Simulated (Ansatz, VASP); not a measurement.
One calculation of TiO2, two programs

```
Ti O
1.0
     4.59126    0.00000    0.00000
     0.00000    4.59126    0.00000
     0.00000    0.00000    2.93899
Ti O
2 4
Direct
  0.00000 0.00000 0.00000
  0.50000 0.50000 0.50000
  0.30444 0.30444 0.00000
  0.19556 0.80444 0.50000
  0.69556 0.69556 0.00000
  0.80444 0.19556 0.50000
```

Alike in both runs: task single point; functional PBEsol; k mesh 6 × 6 × 8; no spin polarisation.

|  | VASP | Ansatz |
| --- | --- | --- |
| version | VASP 6.6.1 | Ansatz 0.2.0 |
| potentials or method | VASP PAW PBE potentials, release 64 (Ti_sv, O) | PAW with Ansatz's default frozen-core files, scalar-relativistic |
| plane-wave cutoff (eV) | 520 | 420 |
| occupations | gaussian, width 0.01 eV | fixed |
| valence electrons in the cell | 48 | 48 |

```csv
,VASP,Ansatz,Ansatz less VASP
gap on the k mesh at the Fermi level (eV),1.84,1.87,+0.028
pressure (GPa),0.7,0.0,-0.70
"traceless stress, the component that is largest in VASP (GPa)",0.20,0.00,-0.198
rms of the force components (eV/Å),0.012,0.000,-0.0116
```

VASP's potentials were made for PBE, not for PBEsol. Atom by atom the forces differ by 0.012 eV/Å (rms over components).
